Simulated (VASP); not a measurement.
Wanted: the native input for a VASP 6.6.1 run.

| Property | Result |
| --- | --- |
| Task | single point |
| Functional | PBE |
| Potentials or basis | VASP PAW PBE potentials, release 64 (Zr_sv, Mo_sv, C) |
| Cutoff | 520 eV |
| k mesh | 6 × 6 × 4 |
| Occupations | gaussian, width 0.1 eV |
| Spin | no spin polarisation |
| Dipole correction | no |
| Further INCAR settings | ALGO = Normal; EDIFF = 1e-06; NBANDS = 32 |

The structure of ZrMo2C2 lies in POSCAR:

```
ZrMo2C2
1.0
    4.3473563700      0.0000000000      0.0000000000
   -2.1736781800      3.7649210500      0.0000000000
    0.0000000000      0.0000000000      5.7040953000
Zr Mo C
1 2 2
Direct
    0.0000000000      0.0000000000      0.0000000000
    0.3333333300      0.6666666700      0.5000000000
    0.6666666700      0.3333333300      0.5000000000
    0.0000000000      0.0000000000      0.7141255000
    0.0000000000      0.0000000000      0.2858745000
```

These files were run (other wordings do the same):

INCAR

```
PREC = Accurate ; ENCUT = 520
EDIFF = 1E-6 ; ISMEAR = 0
SIGMA = 0.1 ; LREAL = F
LASPH = T ; NELM = 100
ALGO = Normal ; ISIF = 2
LWAVE = F ; LCHARG = F
GGA = PE ; NBANDS = 32
```

KPOINTS

```
regular mesh
0
Gamma
  6 6 4
```

Potentials or basis: VASP PAW PBE potentials, release 64 (Zr_sv, Mo_sv, C).

Run with:

```console
$ cat potpaw_PBE.64/Zr_sv/POTCAR potpaw_PBE.64/Mo_sv/POTCAR potpaw_PBE.64/C/POTCAR > POTCAR
$ mpirun -np 1 vasp_std > vasp.out
```

Results of the run:

The pressure is 6.5 GPa, the largest force is 13.293 eV/Å and the band gap on the k mesh is zero (band 24 reaches 6.94 eV, above the bottom of band 25 at 6.15 eV).

Caveat: forces of over 1 eV/Å act on the atoms, so gaps and moduli don't describe the material at rest.

Wall time 27 s on 1 thread of Intel(R) Xeon(R) Platinum 8559C (Emerald Rapids) (shared host), peak memory 0.22 GiB.
